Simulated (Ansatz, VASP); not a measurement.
**One calculation of AlN, two programs**

INCAR

```
SYSTEM = AlN
PREC = Accurate
ENCUT = 600
EDIFF = 1E-6
ISMEAR = 0
SIGMA = 0.05
LREAL = .FALSE.
LASPH = .TRUE.
NELM = 120
ALGO = Normal
ISIF = 2
LWAVE = .FALSE.
LCHARG = .FALSE.
GGA = CA
NBANDS = 11
GGA_COMPAT = .FALSE.
```

Contents of KPOINTS:

```
regular mesh
0
G
  10 10 10
  0 0 0
```

Contents of POSCAR:

```
AlN
1.0
    0.0000000000      2.1839935596      2.1839935596
    2.1839935596      0.0000000000      2.1839935596
    2.1839935596      2.1839935596      0.0000000000
Al N
1 1
Direct
    0.0000000000      0.0000000000      0.0000000000
    0.7500000000      0.7500000000      0.7500000000
```

Input for Ansatz:

```yaml
crystal:
  lattice:
    - [0.0, 2.1839935596, 2.1839935596]
    - [2.1839935596, 0.0, 2.1839935596]
    - [2.1839935596, 2.1839935596, 0.0]
  atoms:
    - { symbol: Al, position: [0.0, 0.0, 0.0] }
    - { symbol: "N", position: [0.75, 0.75, 0.75] }
kpoints:
  mp_grid: { grid: [10, 10, 10] }
hamiltonian:
  xc: lda
scf:
  occupations: { method: gaussian, width: 0.05 }
  algorithm: direct_min
output:
  forces: true
  eigenvalues: true
  stress: true
accuracy: medium
```

Alike in both runs: task single point; functional LDA; k mesh 10 × 10 × 10; occupations gaussian, width 0.05 eV; no spin polarisation.

```csv
,VASP,Ansatz
version,VASP 6.6.1,Ansatz 0.2.0
potentials or method,"VASP PAW LDA potentials, release 64 (Al, N)","scalar-relativistic, plane waves, PAW"
plane-wave cutoff (eV),600,420
valence electrons in the cell,8,8
```

```csv
,VASP,Ansatz,Ansatz less VASP
gap on the k mesh at the Fermi level (eV),3.22,3.24,+0.020
pressure (GPa),-3.1,-3.6,-0.48
```

LDA's correlation is that of Perdew and Zunger in VASP and of Perdew and Wang (1992) in Ansatz.
